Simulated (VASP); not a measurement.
Wanted: the native input for a VASP 6.6.1 run.

```yaml
Task: single point
Functional: LDA
Potentials_or_basis: VASP PAW PBE potentials, release 64 (Gd)
Cutoff: 520 eV
k_mesh: 5 × 5 × 5
Occupations: fermi-dirac, width 0.3 eV
Spin: collinear spin, ferromagnetic start
Starting_moments: "[7.0] μB"
Dipole_correction: no
Further_INCAR_settings: ALGO = Normal; EDIFF = 1e-06; NBANDS = 19
```

The structure of Gd lies in POSCAR:

```
Gd
1.0
    0.0000000000      2.5858190000      2.5858190000
    2.5858190000      0.0000000000      2.5858190000
    2.5858190000      2.5858190000      0.0000000000
Gd
1
Direct
    0.0000000000      0.0000000000      0.0000000000
```

One way to write it, as run:

INCAR

```
SYSTEM = Gd
PREC = Accurate
ENCUT = 520
EDIFF = 1E-6
ISMEAR = -1
SIGMA = 0.3
LREAL = .False.
LASPH = .True.
NELM = 150
ALGO = Normal
ISIF = 2
LWAVE = .False.
LCHARG = .True.
ISPIN = 2
MAGMOM = 7
LORBIT = 11
LMAXMIX = 6
GGA = CA
LELF = .True.
LVHAR = .True.
NBANDS = 19
```

KPOINTS

```
Automatic mesh
0
Gamma
  5 5 5
  0 0 0
```

Potentials or basis: VASP PAW PBE potentials, release 64 (Gd).

Command:

```sh
$ cat potpaw_PBE.64/Gd/POTCAR > POTCAR
$ mpirun -np 1 vasp_std > vasp.out
```

It gave:

```
Pressure                                              : -2.5 GPa
Net moment                                            : 7.19 μB per cell
Site moments                                          : Gd +6.73 μB
Valence electrons inside the program's atomic spheres : Gd 15.24
```

Caveat: the k points lie up to 0.42 Å⁻¹ apart; the PAW data sets were made with another functional, which shifts forces and pressure a little.

It took 27 s on 1 thread of AMD EPYC 7R43 64-Core Processor (Zen 3), with other jobs on the host, peak memory 0.11 GiB.
